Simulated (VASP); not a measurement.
Here is a VASP 6.6.1 calculation.

INCAR

```
SYSTEM = GaP
PREC = Accurate ; ENCUT = 500
EDIFF = 1E-6 ; ISMEAR = 0
SIGMA = 0.1 ; LREAL = .False.
LASPH = .True. ; NELM = 120
ALGO = Normal ; ISIF = 2
LWAVE = .False. ; LCHARG = .False.
NBANDS = 16 ; GGA_COMPAT = .False.
```

Contents of KPOINTS:

```
regular mesh
0
Gamma
  6 6 6
  0 0 0
```

Contents of POSCAR:

```
GaP
1.0
    0.0000000000      2.7258124900      2.7258124900
    2.7258124900      0.0000000000      2.7258124900
    2.7258124900      2.7258124900      0.0000000000
Ga P
1 1
Direct
    0.0000000000      0.0000000000      0.0000000000
    0.2500000000      0.2500000000      0.2500000000
```

Potentials or basis: VASP PAW LDA potentials, release 64 (Ga_d, P).

Command:

```bash
$ cat potpaw_LDA.64/Ga_d/POTCAR potpaw_LDA.64/P/POTCAR > POTCAR
$ mpirun -np 1 vasp_std > vasp.out
```

(1) What does it give for the pressure?

(2) What does it give for the band gap on the k mesh?

## Answers

(1) -2.7 GPa.

(2) 1.49 eV, indirect (least direct gap 1.63 eV).
